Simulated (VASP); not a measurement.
A run of VASP 6.6.1 is set up as follows.

Contents of INCAR:

```
SYSTEM = H3CCl
ALGO     = Normal         ! electronic algorithm
EDIFF    = 1E-6           ! SCF threshold, eV
ENCUT    = 910            ! plane-wave cutoff, eV
GGA      = PE             ! functional
GGA_COMPAT= .False.      
ISIF     = 2              ! what is computed and relaxed
ISMEAR   = -1             ! smearing method
LASPH    = .True.         ! aspherical terms in the spheres
LCHARG   = .False.        ! write CHGCAR
LREAL    = Auto         
LWAVE    = .False.        ! write WAVECAR
NBANDS   = 63             ! bands
NELM     = 120            ! most SCF steps
PREC     = Accurate       ! precision mode
SIGMA    = 0.02           ! smearing width, eV
```

The input KPOINTS:

```
k-points
0
Gamma
  1 1 1
  0 0 0
```

The input POSCAR:

```
H3CCl
1.0
    8.9528400000      0.0000000000      0.0000000000
    0.0000000000      8.9528400000      0.0000000000
    0.0000000000      0.0000000000      8.9528400000
C Cl H
6 6 18
Direct
    0.1791302711      0.6124287610      0.2301195390
    0.7757449870      0.2225530487      0.9586156929
    0.0485024877      0.4235662565      0.5585009626
    0.9441198540      0.9794195975      0.6606722445
    0.4962022731      0.9146078588      0.8374428398
    0.7792841761      0.6048415351      0.8348492860
    0.0870136751      0.4433740315      0.1745010203
    0.7120743946      0.2033570452      1.1464723464
    0.1161704341      0.3740412078      0.7408304913
    1.0010116207      0.9770514682      0.4693643364
    0.3783360542      0.9296729310      0.9983786227
    0.7175199503      0.6327989547      1.0225614897
    0.0943801521      0.6922511753      0.2682502243
    0.2563097934      0.5857881790      0.3212303842
    0.2406581348      0.6568048221      0.1346946328
    0.8509712891      0.3182988272      0.9515248936
    0.8359888748      0.1210689237      0.9281212170
    0.6787348378      0.2390227046      0.8850811832
    0.0204240325      0.5428122154      0.5588870767
    0.1364728773      0.4005427466      0.4773879006
   -0.0501358608      0.3556603137      0.5320458069
    0.8303095982      1.0239087238      0.6661579338
    0.9470274444      0.8649377668      0.7040931626
    1.0211301463      1.0506168562      0.7241188736
    0.6000318509      0.9770686596      0.8587429811
    0.5215462945      0.7964041478      0.8197800777
    0.4366642744      0.9617787945      0.7404207077
    0.7791225442      0.7131034390      0.7778354287
    0.8923843460      0.5574754323      0.8371027835
    0.7018614923      0.5281677765      0.7784780605
```

Potentials or basis: VASP PAW PBE potentials, release 64 (C_h, Cl, H_h).

Launch:

```sh
$ cat potpaw_PBE.64/C_h/POTCAR potpaw_PBE.64/Cl/POTCAR potpaw_PBE.64/H_h/POTCAR > POTCAR
$ mpirun -np 1 vasp_gam > vasp.out
```

Q: Estimate the pressure.

A: -0.1 GPa.

Q: Predict the largest force.

A: 0.282 eV/Å.

Forces in eV/Å, atoms in the order of the input:
```
C   -0.068 -0.022  0.046
C   -0.129  0.048  0.041
C   -0.104 -0.028  0.038
C    0.086 -0.033  0.026
C   -0.058  0.173 -0.092
C   -0.017 -0.025  0.017
Cl   0.079  0.071  0.012
Cl   0.007 -0.012 -0.063
Cl  -0.010  0.041 -0.053
Cl   0.002 -0.003  0.062
Cl   0.061  0.028 -0.177
Cl   0.018 -0.001 -0.111
H    0.053 -0.058 -0.054
H   -0.013  0.018 -0.052
H    0.016  0.024 -0.056
H    0.001  0.005  0.058
H    0.024 -0.070  0.002
H    0.098 -0.018  0.123
H    0.027 -0.106 -0.003
H    0.014 -0.036 -0.020
H    0.129  0.077  0.065
H    0.029 -0.008 -0.012
H    0.035  0.099 -0.047
H   -0.061 -0.041 -0.088
H   -0.244 -0.125  0.011
H   -0.055  0.048  0.001
H    0.123 -0.105  0.231
H   -0.008 -0.067  0.010
H   -0.109  0.057  0.014
H    0.076  0.069  0.074
```

Caveat: the k points lie up to 0.70 Å⁻¹ apart; the cutoff is under 1.25 times the usual one of these potentials, so pressure, stress and relaxed cells hold a basis-set (Pulay) error.
